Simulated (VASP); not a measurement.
# Cs (Im-3m) in VASP: notebook, part 2 of 2

VASP 6.6.1.

**3. Single point, PBE**

This run uses another cell than the first one, of 127.38 Å³/atom.

File INCAR:

```
SYSTEM = Cs
PREC = Accurate
ENCUT = 520
EDIFF = 1E-6
ISMEAR = -1
SIGMA = 0.05
LREAL = .FALSE.
LASPH = .TRUE.
NELM = 60
ALGO = Fast
ISIF = 2
LWAVE = .FALSE.
LCHARG = .FALSE.
GGA = PE
NBANDS = 10
```

File KPOINTS:

```
regular mesh
0
G
  6 6 6
  0 0 0
```

File POSCAR:

```
Cs
1.0
   -3.1696337965      3.1696337965      3.1696337965
    3.1696337965     -3.1696337965      3.1696337965
    3.1696337965      3.1696337965     -3.1696337965
Cs
1
Direct
    0.0000000000      0.0000000000      0.0000000000
```

Potentials or basis: VASP PAW PBE potentials, release 64 (Cs_sv).

On the command line:

```sh
cat potpaw_PBE.64/Cs_sv/POTCAR > POTCAR
mpirun -np 1 vasp_std > vasp.out
```

OUTCAR:

```text
SYSTEM = Cs
   PREC = Accurate
   ENCUT = 520
   EDIFF = 1E-6
   ISMEAR = -1
   LREAL = .FALSE.
   LASPH = .TRUE.
   NELM = 60
   ISIF = 2
   GGA = PE

 ion  position               nearest neighbor table
   1  0.000  0.000  0.000-

  LATTYP: Found a body centered cubic cell.
 ALAT       =     6.3392675930

  Lattice vectors:

 A1 = (  -3.1696337965,   3.1696337965,   3.1696337965)
 A2 = (   3.1696337965,  -3.1696337965,   3.1696337965)
 A3 = (   3.1696337965,   3.1696337965,  -3.1696337965)

Analysis of symmetry for initial positions (statically):
=====================================================================
 Subroutine PRICEL returns:
 Original cell was already a primitive cell.

 Routine SETGRP: Setting up the symmetry group for a
 body centered cubic supercell.

 Subroutine GETGRP returns: Found 48 space group operations
 (whereof 48 operations were pure point group operations)
 out of a pool of 48 trial point group operations.

The static configuration has the point symmetry O_h .

Analysis of symmetry for dynamics (positions and initial velocities):
=====================================================================
 Subroutine PRICEL returns:
 Original cell was already a primitive cell.

 Routine SETGRP: Setting up the symmetry group for a
 body centered cubic supercell.

 Subroutine GETGRP returns: Found 48 space group operations
 (whereof 48 operations were pure point group operations)
 out of a pool of 48 trial point group operations.

The dynamic configuration has the point symmetry O_h .

 Subroutine INISYM returns: Found 48 space group operations
 (whereof 48 operations are pure point group operations),
 and found     1 'primitive' translations

----------------------------------------------------------------------------------------
[... 104 lines left out ...]
  Fermi-wavevector in a.u.,A,eV,Ry     =   0.676799  1.278965  6.232248  0.458057
  Thomas-Fermi vector in A             =   1.754219
   LORBIT       =      0    0 simple, 1 ext, 2 COOP (PROOUT), +10 PAW based schemes
   GGA     = PE    functional components
   LHFCALC =     F    Hartree Fock is set to
   AEXX    =    0.0000 exact exchange contribution
   IVDW    =     0    specifies the selected vdW correction
   LEPSILON=     F    determine dielectric tensor
   LRPA    =     F    only Hartree local field effects (RPA)
 non-spin polarized calculation
 RMM-DIIS sequential band-by-band and
  energy-cutoff  :      520.00
  volume of cell :      127.38
 maximum number of plane-waves:      3463
 NGX is ok and might be reduce to    42
   NGX = 21   NGY = 21   NGZ = 21

 number of electron       8.9999998 magnetization

 Free energy of the ion-electron system (eV)
  ---------------------------------------------------
  ext. energy  EPLUGINS =         0.00000000
  ---------------------------------------------------
  free energy    TOTEN  =        -0.84284648 eV

  energy without entropy =       -0.82500171  energy(sigma->0) =       -0.83392409

 E-fermi :   0.2182     XC(G=0):  -5.1572

 val. band max:        0.0883745728   @ k =   0.1667   0.1667   0.1667
 cond. band min:       0.2341059402   @ k =   0.3333   0.1667   0.0000
 fundamental gap:      0.1457313673
 Fermi energy:         0.2181778598

 k-point     1 :       0.0000    0.0000    0.0000
  band No.  band energies     occupation
      1     -23.7063      2.00000
      2     -10.4621      2.00000
      3     -10.4621      2.00000
      4     -10.4621      2.00000
      5      -1.3628      2.00000
      6       2.6405      0.00000
      7       2.6405      0.00000
      8       2.6405      0.00000
      9       3.4294      0.00000
     10       3.4294      0.00000
[... 183 lines left out ...]
 k-point    16 :       0.5000    0.5000    0.5000
  band No.  band energies     occupation
      1     -23.6990      2.00000
      2     -10.5315      2.00000
      3     -10.5315      2.00000
      4     -10.5315      2.00000
      5       0.9403      0.00000
      6       0.9403      0.00000
      7       2.9759      0.00000
      8       2.9759      0.00000
      9       2.9759      0.00000
     10       4.1715      0.00000

------------------------ aborting loop because EDIFF is reached ----------------------------------------

  FORCE on cell =-STRESS in cart. coord.  units (eV):
  Direction    XX          YY          ZZ          XY          YZ          ZX
  --------------------------------------------------------------------------------------
  -------------------------------------------------------------------------------------
  Total       -0.1159239     -0.1159239     -0.1159239     -0.0000000     -0.0000000      0.0000000
  in kB       -1.4581305     -1.4581305     -1.4581305     -0.0000000     -0.0000000      0.0000000
  external PRESSURE =      -1.4581305 kB  Pullay stress =       0.0000000 kB

 VOLUME and BASIS-vectors are now :
 -----------------------------------------------------------------------------
  energy-cutoff  :      520.00
  volume of cell :      127.38
      direct lattice vectors                 reciprocal lattice vectors
    -3.169633796  3.169633796  3.169633796     0.000000000  0.157746930  0.157746930
     3.169633796 -3.169633796  3.169633796     0.157746930  0.000000000  0.157746930
     3.169633796  3.169633796 -3.169633796     0.157746930  0.157746930  0.000000000

 POSITION                                       TOTAL-FORCE (eV/Angst)
 -----------------------------------------------------------------------------------
      0.00000      0.00000      0.00000         0.000000     -0.000000      0.000000
 -----------------------------------------------------------------------------------
    total drift:                                0.000000      0.000000      0.000000

  FREE ENERGIE OF THE ION-ELECTRON SYSTEM (eV)
  ---------------------------------------------------
  free  energy   TOTEN  =        -0.8428464800 eV

  energy  without entropy=       -0.8250017092  energy(sigma->0) =       -0.83392409
```

Run time: 10 s. Hardware: 1 thread of AMD EPYC 9R45 (Zen 5), shared host; peak memory 0.21 GiB.

What came out:

```yaml
Free_energy: -0.8428 eV
Pressure: -0.1 GPa
Band_gap_on_the_k_mesh: zero (an odd number of electrons rules out a gap without spin polarisation)
```

Levels at points of the mesh, in eV from the Fermi level:
| k point | band 2 | band 3 | band 4 | band 5 | band 6 | band 7 |
| --- | --- | --- | --- | --- | --- | --- |
| (0.00, 0.00, 0.00) | -10.68 | -10.68 | -10.68 | -1.58 | 2.42 | 2.42 |
| (0.50, 0.00, 0.00) | -10.78 | -10.71 | -10.68 | 0.07 | 0.77 | 1.64 |
| (0.50, 0.50, 0.50) | -10.75 | -10.75 | -10.75 | 0.72 | 0.72 | 2.76 |

Caveat: spin-orbit coupling is left out, which moves the levels of the heavy elements.

**4. Single point, r2SCAN**

This run uses another cell than the first one, of 115.13 Å³/atom.

File POSCAR:

```
Cs
1.0
   -3.0646009157      3.0646009157      3.0646009157
    3.0646009157     -3.0646009157      3.0646009157
    3.0646009157      3.0646009157     -3.0646009157
Cs
1
Direct
    0.0000000000      0.0000000000      0.0000000000
```

File INCAR.step1:

```
PREC = Accurate
ENCUT = 520
ISMEAR = -1
SIGMA = 0.05
LREAL = F
LASPH = T
NELM = 80
NBANDS = 10
GGA = PE
ALGO = Normal
EDIFF = 1E-4
LWAVE = T
LCHARG = F
```

File INCAR.step2:

```
PREC = Accurate
ENCUT = 520
EDIFF = 1E-6
ISMEAR = -1
SIGMA = 0.05
LREAL = F
LASPH = T
NELM = 80
ALGO = Normal
ISIF = 2
LWAVE = F
LCHARG = T
METAGGA = R2SCAN
LMIXTAU = T
LELF = T
LVHAR = T
NBANDS = 10
ISTART = 1
```

File KPOINTS:

```
Automatic mesh
0
Gamma
  6 6 6
```

On the command line:

```sh
cat potpaw_PBE.64/Cs_sv/POTCAR > POTCAR
cp INCAR.step1 INCAR
mpirun -np 1 vasp_std > vasp.out
cp INCAR.step2 INCAR
mpirun -np 1 vasp_std > vasp.out
```

It took 56 s on 1 thread of AMD EPYC 9R45 (Zen 5), shared host; peak memory 0.22 GiB.

The run converged. Its results:

| Property | Result |
| --- | --- |
| Free energy | -25.0102 eV |
| Pressure | 0.1 GPa |
| Band gap on the k mesh | zero (an odd number of electrons rules out a gap without spin polarisation) |

Levels at points of the mesh, in eV from the Fermi level:
| k point | band 2 | band 3 | band 4 | band 5 | band 6 | band 7 |
| --- | --- | --- | --- | --- | --- | --- |
| (0.00, 0.00, 0.00) | -11.19 | -11.19 | -11.19 | -1.80 | 2.78 | 2.78 |
| (0.50, 0.00, 0.00) | -11.32 | -11.23 | -11.19 | 0.08 | 0.78 | 1.82 |
| (0.50, 0.50, 0.50) | -11.28 | -11.28 | -11.28 | 0.62 | 0.62 | 3.24 |

Caveat: the PAW data sets were made with another functional, which shifts forces and pressure a little; spin-orbit coupling is left out, which moves the levels of the heavy elements.

**5. Overview**

```csv
level,cell,gap on the mesh (eV),pressure (GPa)
PBE,"a = 5.419 Å, angles 109.5°, 1 atom",none,-0.1
PBE,"a = 5.490 Å, angles 109.5°, 1 atom",none,-0.1
r2SCAN,"a = 5.308 Å, angles 109.5°, 1 atom",none,0.1
```

Alike in all rows: task single point; potentials or basis VASP PAW PBE potentials, release 64 (Cs_sv); no spin polarisation; k mesh 6 × 6 × 6; cutoff (eV) 520; smearing fermi-dirac 0.05 eV.

Caveats: spin-orbit coupling is left out, which moves the levels of the heavy elements; the PAW data sets were made with another functional, which shifts forces and pressure a little (at least some runs).

Total energies depend on the potentials used, so only differences within one code and one set of settings carry meaning.

The gap in the log of VASP goes by the Fermi energy; the results here count the filled bands.